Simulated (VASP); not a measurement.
# Ta2Bi2O (P-6m2) in VASP: relaxation of cell and atoms with PBE

Aim: the relaxation of cell and atoms of Ta2Bi2O with PBE.

Program: VASP 6.6.1. These are calculated values, not measurements. Logs are shortened: lines on timing, memory, paths and dates and some standing lists are left out, and cuts for length are marked.

## Step 1: The cell of the first run

Symmetry: P-6m2, No. 187, hexagonal system. Conventional cell: a = 4.430 Å, b = 4.430 Å, c = 6.279 Å, α = 90.00°, β = 90.00°, γ = 120.00°. Ta (site symmetry 3m) has 2 Ta at 2.76 to 3.52 Å and 3 O at 2.91 Å and 6 Bi at 2.91 to 3.10 Å within 3.6 Å. Bi (site symmetry -6m2) has 6 Ta at 3.10 Å and 2 O at 3.14 Å and 6 Bi at 4.05 Å within 4.1 Å. Within 3.4 Å of Bi (site symmetry -6m2) lie 3 O at 2.56 Å and 6 Ta at 2.91 Å. Within 3.4 Å of O (site symmetry -6m2) lie 5 Bi at 2.56 to 3.14 Å and 6 Ta at 2.91 Å.

The cell was generated, and may not be a known phase.

## Step 2: Relaxation of cell and atoms, PBE

Input file INCAR:

```
SYSTEM = Ta2Bi2O
PREC     = Accurate       ! precision mode
ENCUT    = 600            ! plane-wave cutoff, eV
EDIFF    = 1E-7           ! SCF threshold, eV
ISMEAR   = 0              ! smearing method
SIGMA    = 0.1            ! smearing width, eV
LREAL    = .FALSE.        ! projectors in reciprocal space
LASPH    = .TRUE.         ! aspherical terms in the spheres
NELM     = 100            ! most SCF steps
ALGO     = Normal         ! electronic algorithm
ISIF     = 3              ! what is computed and relaxed
LWAVE    = .FALSE.        ! write WAVECAR
LCHARG   = .FALSE.        ! write CHGCAR
GGA      = PE             ! functional
IBRION   = 2              ! ionic algorithm
NSW      = 100            ! ionic steps
EDIFFG   = -0.01          ! ionic threshold
```

Input file KPOINTS:

```
regular mesh
0
G
  12 12 6
  0 0 0
```

Input file POSCAR:

```
Ta2Bi2O
1.0
    4.4300620947      0.0000000000      0.0000000000
   -2.2150310473      3.8365463143      0.0000000000
    0.0000000000      0.0000000000      6.2786000146
Ta Bi O
2 2 1
Direct
    0.3333333333      0.6666666667      0.2803015680
    0.3333333333      0.6666666667      0.7196984320
    0.6666666667      0.3333333333      0.0000000000
    0.0000000000      0.0000000000      0.5000000000
    0.6666666667      0.3333333333      0.5000000000
```

Potentials or basis: VASP PAW PBE potentials, release 64 (Ta_pv, Bi_d, O).

Started as:

```bash
$ cat potpaw_PBE.64/Ta_pv/POTCAR potpaw_PBE.64/Bi_d/POTCAR potpaw_PBE.64/O/POTCAR > POTCAR
$ mpirun -np 1 vasp_std > vasp.out
```

OUTCAR:

```text
SYSTEM = Ta2Bi2O
   PREC = Accurate
   ENCUT = 600
   EDIFF = 1E-7
   ISMEAR = 0
   LREAL = .FALSE.
   LASPH = .TRUE.
   NELM = 100
   ISIF = 3
   GGA = PE
   IBRION = 2
   NSW = 100
   EDIFFG = -0.01

 ion  position               nearest neighbor table
   1  0.333  0.667  0.280-   2 2.76   4 2.91   4 2.91   4 2.91   3 3.10   3 3.10   3 3.10   2 3.52

   2  0.333  0.667  0.720-   1 2.76   4 2.91   4 2.91   4 2.91   3 3.10   3 3.10   3 3.10   1 3.52

   3  0.667  0.333  0.000-   1 3.10   2 3.10   1 3.10   2 3.10   1 3.10   2 3.10
   4  0.000  0.000  0.500-   5 2.56   5 2.56   5 2.56   1 2.91   2 2.91   1 2.91   2 2.91   1 2.91
                             2 2.91
   5  0.667  0.333  0.500-   4 2.56   4 2.56   4 2.56

  LATTYP: Found a hexagonal cell.
 ALAT       =     4.4300620947
 C/A-ratio  =     1.4172713340

  Lattice vectors:

 A1 = (   4.4300620947,   0.0000000000,   0.0000000000)
 A2 = (  -2.2150310473,   3.8365463143,   0.0000000000)
 A3 = (   0.0000000000,   0.0000000000,   6.2786000146)

Analysis of symmetry for initial positions (statically):
=====================================================================
 Subroutine PRICEL returns:
 Original cell was already a primitive cell.

 Routine SETGRP: Setting up the symmetry group for a
 hexagonal supercell.

 Subroutine GETGRP returns: Found 12 space group operations
 (whereof 12 operations were pure point group operations)
 out of a pool of 24 trial point group operations.

The static configuration has the point symmetry D_3h.

Analysis of symmetry for dynamics (positions and initial velocities):
=====================================================================
 Subroutine PRICEL returns:
 Original cell was already a primitive cell.

 Routine SETGRP: Setting up the symmetry group for a
 hexagonal supercell.

 Subroutine GETGRP returns: Found 12 space group operations
 (whereof 12 operations were pure point group operations)
 out of a pool of 24 trial point group operations.

The dynamic configuration has the point symmetry D_3h.

 Subroutine INISYM returns: Found 12 space group operations
 (whereof 12 operations are pure point group operations),
 and found     1 'primitive' translations

[... 106 lines left out ...]
   ISIF   =      3    stress and relaxation
   ISYM   =      2    0-nonsym 1-usesym 2-fastsym
   POTIM  = 0.5000    time-step for ionic-motion
   TEBEG  =    0.0;   TEEND  =   0.0 temperature during run
   PSTRESS=    0.0 pullay stress
   NELECT =      58.0000    total number of electrons
   NUPDOWN=      -1.0000    fix difference up-down
   EMIN   =  10.00;   EMAX   =-10.00  energy-range for DOS
   EFERMI =   0.00;   METHOD = LEGACY
   ISMEAR =     0;   SIGMA  =   0.10  broadening in eV -4-tet -1-fermi 0-gaus
   EFERMI_NEDOS =   21; number of points for ismear=-14 and -15
   IALGO  =     38    algorithm
   IMIX   =      4    mixing-type and parameters
     AMIX     =   0.40;   BMIX     =  1.00
     AMIX_MAG =   1.60;   BMIX_MAG =  1.00
  volume/ion in A,a.u.               =      21.34       144.03
  Fermi-wavevector in a.u.,A,eV,Ry     =   1.336021  2.524713 24.285731  1.784951
  Thomas-Fermi vector in A             =   2.464680
   LORBIT       =      0    0 simple, 1 ext, 2 COOP (PROOUT), +10 PAW based schemes
   GGA     = PE    functional components
   LHFCALC =     F    Hartree Fock is set to
   AEXX    =    0.0000 exact exchange contribution
   IVDW    =     0    specifies the selected vdW correction
   LEPSILON=     F    determine dielectric tensor
   LRPA    =     F    only Hartree local field effects (RPA)
 conjugate gradient relaxation of ions
 non-spin polarized calculation
 Gauss-broadening in eV      SIGMA  =   0.10
  energy-cutoff  :      600.00
  volume of cell :      106.71
 maximum number of plane-waves:      3631
 NGX is ok and might be reduce to    36
   NGX = 17   NGY = 17   NGZ = 25

--------------------------------------- Ionic step        1  -------------------------------------------

 number of electron      58.0000006 magnetization

 Free energy of the ion-electron system (eV)
  ---------------------------------------------------
  ext. energy  EPLUGINS =         0.00000000
  ---------------------------------------------------
  free energy    TOTEN  =       -33.15921858 eV

  energy without entropy =      -33.13973719  energy(sigma->0) =      -33.14947788

------------------------ aborting loop because EDIFF is reached ----------------------------------------

  FORCE on cell =-STRESS in cart. coord.  units (eV):
  Direction    XX          YY          ZZ          XY          YZ          ZX
  --------------------------------------------------------------------------------------
  -------------------------------------------------------------------------------------
  Total       -0.2059113     -0.2059113     -0.2958739     -0.0000000      0.0000000     -0.0000000
  in kB       -3.0915605     -3.0915605     -4.4422626     -0.0000000      0.0000000     -0.0000000
  external PRESSURE =      -3.5417945 kB  Pullay stress =       0.0000000 kB
[... 260 lines left out ...]
--------------------------------------- Ionic step        8  -------------------------------------------

 number of electron      58.0000006 magnetization

 Free energy of the ion-electron system (eV)
  ---------------------------------------------------
  ext. energy  EPLUGINS =         0.00000000
  ---------------------------------------------------
  free energy    TOTEN  =       -33.16202552 eV

  energy without entropy =      -33.14049631  energy(sigma->0) =      -33.15126092

 E-fermi :   7.2717     XC(G=0): -11.1703

 val. band max:        7.2714133367   @ k =   0.0833   0.0000   0.1667
 cond. band min:       7.2745286101   @ k =   0.1667  -0.0000   0.3333
 fundamental gap:      0.0031152734
 Fermi energy:         7.2716744136

 k-point     1 :       0.0000    0.0000    0.0000
  band No.  band energies     occupation
      1     -28.2569      2.00000
      2     -28.2569      2.00000
      3     -28.2219      2.00000
      4     -28.1903      2.00000
      5     -28.1903      2.00000
      6     -27.6490      2.00000
[... 877 lines left out ...]
     33       8.3832      0.00000
     34       9.1802      0.00000

 [... further k-points ...]

------------------------ aborting loop because EDIFF is reached ----------------------------------------

  FORCE on cell =-STRESS in cart. coord.  units (eV):
  Direction    XX          YY          ZZ          XY          YZ          ZX
  --------------------------------------------------------------------------------------
  -------------------------------------------------------------------------------------
  Total        0.0067561      0.0067561     -0.0004142      0.0000000      0.0000000      0.0000000
  in kB        0.1021549      0.1021549     -0.0062628      0.0000000      0.0000000      0.0000000
  external PRESSURE =       0.0660157 kB  Pullay stress =       0.0000000 kB
[... 20 lines left out ...]
  FREE ENERGIE OF THE ION-ELECTRON SYSTEM (eV)
  ---------------------------------------------------
  free  energy   TOTEN  =       -33.1620255199 eV

  energy  without entropy=      -33.1404963149  energy(sigma->0) =      -33.15126092

 reached required accuracy - stopping structural energy minimisation
```

OSZICAR:

```text
N       E                     dE             d eps       ncg     rms          rms(c)
DAV:   1     0.714765818910E+03    0.71477E+03   -0.34079E+04  5168   0.223E+03
DAV:   2     0.468977094674E+02   -0.66787E+03   -0.65895E+03  5252   0.593E+02
DAV:   3    -0.321197045168E+02   -0.79017E+02   -0.76922E+02  6244   0.195E+02
[... 82 lines left out ...]
DAV:   4    -0.331620176360E+02    0.44769E-03   -0.17083E-03  7398   0.236E-01    0.313E-02
DAV:   5    -0.331620259689E+02   -0.83328E-05   -0.19058E-04  5860   0.829E-02    0.206E-02
DAV:   6    -0.331620258188E+02    0.15006E-06   -0.24050E-05  7704   0.266E-02    0.790E-03
DAV:   7    -0.331620255355E+02    0.28327E-06   -0.25387E-06  6602   0.110E-02    0.195E-03
DAV:   8    -0.331620255199E+02    0.15609E-07   -0.60105E-07  6254   0.498E-03
   8 F= -.33162026E+02 E0= -.33151261E+02  d E =-.457858E-03
```

It took 17 min on 1 thread of Intel Xeon 6975P-C (Granite Rapids), shared host; peak memory 0.48 GiB.

What came out:

| Item | Value |
| --- | --- |
| Free energy | -33.1620 eV |
| Relaxed volume | 21.19 Å³/atom |
| Relaxed cell | a = 4.433 Å, b = 4.433 Å, c = 6.226 Å, α = 90.00°, β = 90.00°, γ = 120.00° |
| Space group after relaxing (to 0.1 Å) | P-6m2 (No. 187) |
| Energy gained by relaxing | 0.6 meV/atom |
| Ionic steps | 8 |
| Pressure after relaxing | 0.0 GPa |
| Band gap on the k mesh | zero (bands 29 and 30 overlap by 0.37 eV) |

The path:
```
step  energy change (eV)  largest force (eV/Å)  pressure (GPa)  volume (Å³)
   1              0.0000                0.0990           -0.35       106.71
   2             -0.0012                0.1019            0.27       105.98
   3             -0.0012                0.1018            0.23       106.03
   4             -0.0023                0.0193            0.07       106.01
   5             -0.0023                0.0117            0.01       106.00
   6             -0.0023                0.0187           -0.01       106.00
   7             -0.0027                0.0100            0.00       105.98
   8             -0.0028                0.0001            0.01       105.96
```

Final structure:
```
Ta Bi O
1.0
     4.43297    0.00000    0.00000
    -2.21649    3.83907    0.00000
     0.00000    0.00000    6.22626
Ta Bi O
2 2 1
Direct
  0.33333 0.66667 0.27753
  0.33333 0.66667 0.72247
  0.66667 0.33333 0.00000
  0.00000 0.00000 0.50000
  0.66667 0.33333 0.50000
```

Caveat: spin-orbit coupling is left out, which moves the levels of the heavy elements.
